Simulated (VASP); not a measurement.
# WC (Fm-3m) in VASP: notebook, part 3 of 4

VASP 6.6.1.

### Step 5. Relaxation of cell and atoms, LDA

This run uses another cell than the first one, of 10.54 Å³/atom.

File INCAR:

```
PREC = Accurate ; ENCUT = 600
EDIFF = 1E-6 ; ISMEAR = 0
SIGMA = 0.1 ; LREAL = F
LASPH = T ; NELM = 60
ALGO = Normal ; ISIF = 3
LWAVE = F ; LCHARG = F
IBRION = 2 ; NSW = 80
EDIFFG = -0.005
```

File KPOINTS:

```
regular mesh
0
Gamma
  11 11 11
```

File POSCAR:

```
WC
1.0
    0.0000000000      2.1926840000      2.1926840000
    2.1926840000      0.0000000000      2.1926840000
    2.1926840000      2.1926840000      0.0000000000
W C
1 1
Direct
    0.0000000000      0.0000000000      0.0000000000
    0.5000000000      0.5000000000      0.5000000000
```

Potentials or basis: VASP PAW LDA potentials, release 64 (W_sv, C).

The run is started by

```bash
> cat potpaw_LDA.64/W_sv/POTCAR potpaw_LDA.64/C/POTCAR > POTCAR
> mpirun -np 1 vasp_std > vasp.out
```

OUTCAR:

```text
PREC = Accurate
   ENCUT = 600
   EDIFF = 1E-6
   ISMEAR = 0
   LREAL = F
   LASPH = T
   NELM = 60
   ISIF = 3
   IBRION = 2
   NSW = 80
   EDIFFG = -0.005

 ion  position               nearest neighbor table
   1  0.000  0.000  0.000-   2 2.19   2 2.19   2 2.19   2 2.19   2 2.19   2 2.19
   2  0.500  0.500  0.500-   1 2.19   1 2.19   1 2.19   1 2.19   1 2.19   1 2.19

  LATTYP: Found a face centered cubic cell.
 ALAT       =     4.3853680000

  Lattice vectors:

 A1 = (   0.0000000000,   2.1926840000,   2.1926840000)
 A2 = (   2.1926840000,   0.0000000000,   2.1926840000)
 A3 = (   2.1926840000,   2.1926840000,   0.0000000000)

Analysis of symmetry for initial positions (statically):
=====================================================================
 Subroutine PRICEL returns:
 Original cell was already a primitive cell.

 Routine SETGRP: Setting up the symmetry group for a
 face centered cubic supercell.

 Subroutine GETGRP returns: Found 48 space group operations
 (whereof 48 operations were pure point group operations)
 out of a pool of 48 trial point group operations.

The static configuration has the point symmetry O_h .

Analysis of symmetry for dynamics (positions and initial velocities):
=====================================================================
 Subroutine PRICEL returns:
 Original cell was already a primitive cell.

 Routine SETGRP: Setting up the symmetry group for a
 face centered cubic supercell.

 Subroutine GETGRP returns: Found 48 space group operations
 (whereof 48 operations were pure point group operations)
 out of a pool of 48 trial point group operations.

The dynamic configuration has the point symmetry O_h .

 Subroutine INISYM returns: Found 48 space group operations
 (whereof 48 operations are pure point group operations),
 and found     1 'primitive' translations

----------------------------------------------------------------------------------------

                                     Primitive cell

  volume of cell :      21.0842

  direct lattice vectors                    reciprocal lattice vectors
     0.000000000  2.192684000  2.192684000    -0.228031034  0.228031034  0.228031034
     2.192684000  0.000000000  2.192684000     0.228031034 -0.228031034  0.228031034
     2.192684000  2.192684000  0.000000000     0.228031034  0.228031034 -0.228031034

  length of vectors
     3.100923451  3.100923451  3.100923451     0.394961337  0.394961337  0.394961337

  position of ions in fractional coordinates (direct lattice)
     0.000000000  0.000000000  0.000000000
     0.500000000  0.500000000  0.500000000

  ion indices of the primitive-cell ions
   primitive index   ion index
                 1           1
                 2           2

----------------------------------------------------------------------------------------

 KPOINTS: regular mesh

Automatic generation of k-mesh.
 Grid dimensions read from file:
 generate k-points for:   11   11   11

 Generating k-lattice:

  Cartesian coordinates                     Fractional coordinates (reciprocal lattice)
    -0.020730094  0.020730094  0.020730094     0.090909091  0.000000000  0.000000000
     0.020730094 -0.020730094  0.020730094     0.000000000  0.090909091  0.000000000
[... 53 lines left out ...]
   LNONCOLLINEAR =      F non collinear calculations
   LSORBIT =      F    spin-orbit coupling
   LASPH  =      T    aspherical Exc in radial PAW
   ENCUT  =  600.0 eV  44.10 Ry    6.64 a.u.   6.19  6.19  6.19*2*pi/ulx,y,z
   NELM   =     60;   NELMIN=  2; NELMDL= -5     # of ELM steps
   EDIFF  = 0.1E-05   stopping-criterion for ELM
   LREAL  =      F    real-space projection
   EDIFFG = -.5E-02   stopping-criterion for IOM
   NSW    =     80    number of steps for IOM
   IBRION =      2    ionic relax: 0-MD 1-quasi-New 2-CG
   NFREE  =      1    steps in history (QN), initial steepest desc. (CG)
   ISIF   =      3    stress and relaxation
   ISYM   =      2    0-nonsym 1-usesym 2-fastsym
   POTIM  = 0.5000    time-step for ionic-motion
   TEBEG  =    0.0;   TEEND  =   0.0 temperature during run
   PSTRESS=    0.0 pullay stress
   NELECT =      18.0000    total number of electrons
   NUPDOWN=      -1.0000    fix difference up-down
   EMIN   =  10.00;   EMAX   =-10.00  energy-range for DOS
   EFERMI =   0.00;   METHOD = LEGACY
   ISMEAR =     0;   SIGMA  =   0.10  broadening in eV -4-tet -1-fermi 0-gaus
   EFERMI_NEDOS =   21; number of points for ismear=-14 and -15
   IALGO  =     38    algorithm
   IMIX   =      4    mixing-type and parameters
     AMIX     =   0.40;   BMIX     =  1.00
     AMIX_MAG =   1.60;   BMIX_MAG =  1.00
  volume/ion in A,a.u.               =      10.54        71.14
  Fermi-wavevector in a.u.,A,eV,Ry     =   1.553029  2.934800 32.815887  2.411900
  Thomas-Fermi vector in A             =   2.657319
   LORBIT       =      0    0 simple, 1 ext, 2 COOP (PROOUT), +10 PAW based schemes
   GGA     = CA    functional components
   LHFCALC =     F    Hartree Fock is set to
   AEXX    =    0.0000 exact exchange contribution
   IVDW    =     0    specifies the selected vdW correction
   LEPSILON=     F    determine dielectric tensor
   LRPA    =     F    only Hartree local field effects (RPA)
 conjugate gradient relaxation of ions
 non-spin polarized calculation
 Gauss-broadening in eV      SIGMA  =   0.10
  energy-cutoff  :      600.00
  volume of cell :       21.08
 maximum number of plane-waves:       725
 NGX is ok and might be reduce to    28
   NGX = 13   NGY = 13   NGZ = 13

--------------------------------------- Ionic step        1  -------------------------------------------

 number of electron      18.0000001 magnetization

 Free energy of the ion-electron system (eV)
  ---------------------------------------------------
  ext. energy  EPLUGINS =         0.00000000
  ---------------------------------------------------
  free energy    TOTEN  =       -23.76521630 eV

  energy without entropy =      -23.75730890  energy(sigma->0) =      -23.76126260

------------------------ aborting loop because EDIFF is reached ----------------------------------------

  FORCE on cell =-STRESS in cart. coord.  units (eV):
  Direction    XX          YY          ZZ          XY          YZ          ZX
  --------------------------------------------------------------------------------------
  -------------------------------------------------------------------------------------
  Total       -1.8255911     -1.8255911     -1.8255911      0.0000000     -0.0000000      0.0000000
  in kB     -138.7253927   -138.7253927   -138.7253927      0.0000000     -0.0000000      0.0000000
  external PRESSURE =    -138.7253927 kB  Pullay stress =       0.0000000 kB
[... 203 lines left out ...]
--------------------------------------- Ionic step        7  -------------------------------------------

 number of electron      18.0000000 magnetization

 Free energy of the ion-electron system (eV)
  ---------------------------------------------------
  ext. energy  EPLUGINS =         0.00000000
  ---------------------------------------------------
  free energy    TOTEN  =       -23.79971278 eV

  energy without entropy =      -23.79234336  energy(sigma->0) =      -23.79602807

 E-fermi :  12.8637     XC(G=0): -14.1002

 val. band max:       12.8614856326   @ k =   0.2727   0.2727   0.0000
 cond. band min:      12.8821560117   @ k =   0.4545   0.0909   0.0000
 fundamental gap:      0.0206703790
 Fermi energy:        12.8636656841

 k-point     1 :       0.0000    0.0000    0.0000
  band No.  band energies     occupation
      1     -62.0716      2.00000
      2     -26.3195      2.00000
      3     -26.3195      2.00000
      4     -26.3195      2.00000
      5      -3.0707      2.00000
      6       9.9661      2.00000
      7       9.9661      2.00000
      8       9.9661      2.00000
      9      11.7746      2.00000
     10      11.7746      2.00000
     11      11.7746      2.00000
     12      11.8533      2.00000
     13      11.8533      2.00000
[... 354 lines left out ...]
  band No.  band energies     occupation
      1     -62.0410      2.00000
      2     -26.6991      2.00000
      3     -26.4751      2.00000
      4     -26.3526      2.00000
      5      -0.8209      2.00000
      6       5.8182      2.00000
      7       6.9537      2.00000
      8       7.3343      2.00000
      9      11.3194      2.00000
     10      13.4697      0.00000
     11      14.1243      0.00000
     12      15.5798      0.00000
     13      20.1221      0.00000

 [... further k-points ...]

------------------------ aborting loop because EDIFF is reached ----------------------------------------

  FORCE on cell =-STRESS in cart. coord.  units (eV):
  Direction    XX          YY          ZZ          XY          YZ          ZX
  --------------------------------------------------------------------------------------
  -------------------------------------------------------------------------------------
  Total       -0.0011683     -0.0011683     -0.0011683      0.0000000      0.0000000      0.0000000
  in kB       -0.0921489     -0.0921489     -0.0921489      0.0000000      0.0000000      0.0000000
  external PRESSURE =      -0.0921489 kB  Pullay stress =       0.0000000 kB
[... 17 lines left out ...]
  FREE ENERGIE OF THE ION-ELECTRON SYSTEM (eV)
  ---------------------------------------------------
  free  energy   TOTEN  =       -23.7997127798 eV

  energy  without entropy=      -23.7923433637  energy(sigma->0) =      -23.79602807

 reached required accuracy - stopping structural energy minimisation
```

Wall time 2.4 min (1 thread of Intel Xeon 8259CL, shared host); peak memory 0.17 GiB.

Results:

```
Free energy                           : -23.7997 eV
Relaxed volume                        : 10.16 Å³/atom
Relaxed cell                          : a = 3.063 Å, b = 3.063 Å, c = 3.063 Å, α = 60.00°, β = 60.00°, γ = 60.00°
Space group after relaxing (to 0.1 Å) : Fm-3m (No. 225)
Energy gained by relaxing             : 17.2 meV/atom
Ionic steps                           : 7
Pressure after relaxing               : 0.0 GPa
```

The path:
```
step  energy change (eV)  largest force (eV/Å)  pressure (GPa)  volume (Å³)
   1              0.0000                0.0000          -13.87        21.08
   2              0.2291                0.0000           48.66        18.42
   3             -0.0344                0.0000           -0.52        20.34
   4             -0.0345                0.0000           -0.12        20.32
   5             -0.0345                0.0000            0.19        20.30
   6             -0.0345                0.0000           -0.38        20.33
   7             -0.0345                0.0000           -0.01        20.31
```

Final structure:
```
W C
1.0
     0.00000    2.16559    2.16559
     2.16559    0.00000    2.16559
     2.16559    2.16559    0.00000
W C
1 1
Direct
  0.00000 0.00000 0.00000
  0.50000 0.50000 0.50000
```

Levels at points of the mesh, in eV from the Fermi level:
| k point | band 7 | band 8 | band 9 | band 10 | band 11 | band 12 |
| --- | --- | --- | --- | --- | --- | --- |
| (0.00, 0.00, 0.00) | -2.90 | -2.90 | -1.09 | -1.09 | -1.09 | -1.01 |

Caveat: the highest band is partly filled, so the run has too few bands; spin-orbit coupling is left out, which moves the levels of the heavy elements.

### Step 6. Relaxation of cell and atoms, PBEsol+D3(BJ)

This run uses another cell than the first one, of 10.54 Å³/atom.

File INCAR:

```
SYSTEM = WC
PREC     = Accurate       ! precision mode
ENCUT    = 600            ! plane-wave cutoff, eV
EDIFF    = 1E-6           ! SCF threshold, eV
ISMEAR   = 0              ! smearing method
SIGMA    = 0.1            ! smearing width, eV
LREAL    = .FALSE.        ! projectors in reciprocal space
LASPH    = .TRUE.         ! aspherical terms in the spheres
NELM     = 80             ! most SCF steps
ALGO     = Normal         ! electronic algorithm
ISIF     = 3              ! what is computed and relaxed
LWAVE    = .FALSE.        ! write WAVECAR
LCHARG   = .FALSE.        ! write CHGCAR
GGA      = PS             ! functional
IVDW     = 12             ! dispersion correction
IBRION   = 2              ! ionic algorithm
NSW      = 80             ! ionic steps
EDIFFG   = -0.005         ! ionic threshold
```

File KPOINTS:

```
Automatic mesh
0
G
  11 11 11
  0 0 0
```

POSCAR is that of step 5.

Potentials or basis: VASP PAW PBE potentials, release 64 (W_sv, C).

The run is started by

```bash
> cat potpaw_PBE.64/W_sv/POTCAR potpaw_PBE.64/C/POTCAR > POTCAR
> mpirun -np 1 vasp_std > vasp.out
```

OUTCAR:

```text
SYSTEM = WC
   PREC = Accurate
   ENCUT = 600
   EDIFF = 1E-6
   ISMEAR = 0
   LREAL = .FALSE.
   LASPH = .TRUE.
   NELM = 80
   ISIF = 3
   GGA = PS
   IVDW = 12
   IBRION = 2
   NSW = 80
   EDIFFG = -0.005
 IVDW          = 12

 ion  position               nearest neighbor table
   1  0.000  0.000  0.000-   2 2.19   2 2.19   2 2.19   2 2.19   2 2.19   2 2.19
   2  0.500  0.500  0.500-   1 2.19   1 2.19   1 2.19   1 2.19   1 2.19   1 2.19

  LATTYP: Found a face centered cubic cell.
 ALAT       =     4.3853680000

  Lattice vectors:

 A1 = (   0.0000000000,   2.1926840000,   2.1926840000)
 A2 = (   2.1926840000,   0.0000000000,   2.1926840000)
 A3 = (   2.1926840000,   2.1926840000,   0.0000000000)

Analysis of symmetry for initial positions (statically):
=====================================================================
 Subroutine PRICEL returns:
 Original cell was already a primitive cell.

 Routine SETGRP: Setting up the symmetry group for a
[... 417 lines left out ...]

  energy without entropy =      -22.97215931  energy(sigma->0) =      -22.97579373

 E-fermi :  12.9124     XC(G=0): -14.0798

 val. band max:       12.8924002144   @ k =  -0.2727   0.4545   0.1818
 cond. band min:      12.9203243148   @ k =   0.2727   0.2727   0.0000
 fundamental gap:      0.0279241004
 Fermi energy:        12.9123705952

 k-point     1 :       0.0000    0.0000    0.0000
  band No.  band energies     occupation
      1     -62.4329      2.00000
      2     -26.4254      2.00000
      3     -26.4254      2.00000
      4     -26.4254      2.00000
      5      -3.2419      2.00000
      6       9.9865      2.00000
      7       9.9865      2.00000
      8       9.9865      2.00000
      9      11.8056      2.00000
     10      11.8056      2.00000
     11      11.8056      2.00000
     12      11.8990      2.00000
     13      11.8990      2.00000
[... 354 lines left out ...]
  band No.  band energies     occupation
      1     -62.4023      2.00000
      2     -26.8088      2.00000
      3     -26.5822      2.00000
      4     -26.4586      2.00000
      5      -0.9792      2.00000
      6       5.7767      2.00000
      7       6.9498      2.00000
      8       7.3063      2.00000
      9      11.3569      2.00000
     10      13.5364      0.00000
     11      14.1860      0.00000
     12      15.6292      0.00000
     13      20.2596      0.00000

 [... further k-points ...]

------------------------ aborting loop because EDIFF is reached ----------------------------------------

 Edisp (eV)   -0.92380

 E8    (eV) :    -0.6364
[... 25 lines left out ...]
  FREE ENERGIE OF THE ION-ELECTRON SYSTEM (eV)
  ---------------------------------------------------
  free  energy   TOTEN  =       -23.9032289850 eV

  energy  without entropy=      -23.8959601314  energy(sigma->0) =      -23.89959456

 reached required accuracy - stopping structural energy minimisation
```

CONTCAR:

```text
WC
   1.00000000000000
    -0.0000000000000000    2.1617085665875369    2.1617085665875369
     2.1617085665875369    0.0000000000000000    2.1617085665875369
     2.1617085665875369    2.1617085665875369   -0.0000000000000000
  W               C
     1     1
Direct
     0.0000000000000000    0.0000000000000000    0.0000000000000000
     0.5000000000000000    0.5000000000000000    0.5000000000000000

  0.00000000E+00  0.00000000E+00  0.00000000E+00
  0.00000000E+00  0.00000000E+00  0.00000000E+00
```

Run time: 2.6 min. Hardware: 1 thread of Intel Xeon 8259CL, shared host; peak memory 0.19 GiB.

What came out:

```
Free energy                           : -23.9032 eV
Relaxed volume                        : 10.10 Å³/atom
Relaxed cell                          : a = 3.057 Å, b = 3.057 Å, c = 3.057 Å, α = 60.00°, β = 60.00°, γ = 60.00°
Space group after relaxing (to 0.1 Å) : Fm-3m (No. 225)
Energy gained by relaxing             : 22.6 meV/atom
Ionic steps                           : 7
Pressure after relaxing               : 0.0 GPa
Dispersion energy per atom            : -0.462 eV
```

Step by step:
```csv
step,energy change (eV),largest force (eV/Å),pressure (GPa),volume (Å³)
1,0.0000,0.0000,-15.83,21.08
2,0.3053,0.0000,57.93,18.06
3,-0.0451,0.0000,-0.70,20.24
4,-0.0452,0.0000,-0.15,20.21
5,-0.0452,0.0000,0.20,20.19
6,-0.0452,0.0000,-0.42,20.22
7,-0.0452,0.0000,-0.01,20.20
```

Final structure:
```xyz
2
Lattice="0.0000 2.1617 2.1617 2.1617 0.0000 2.1617 2.1617 2.1617 0.0000" Properties=species:S:1:pos:R:3 pbc="T T T"
W     0.0000    0.0000    0.0000
C     2.1617    2.1617    2.1617
```

Caveat: the highest band is partly filled, so the run has too few bands; the PAW data sets were made with another functional, which shifts forces and pressure a little; spin-orbit coupling is left out, which moves the levels of the heavy elements.

[end of part 3 of 4]
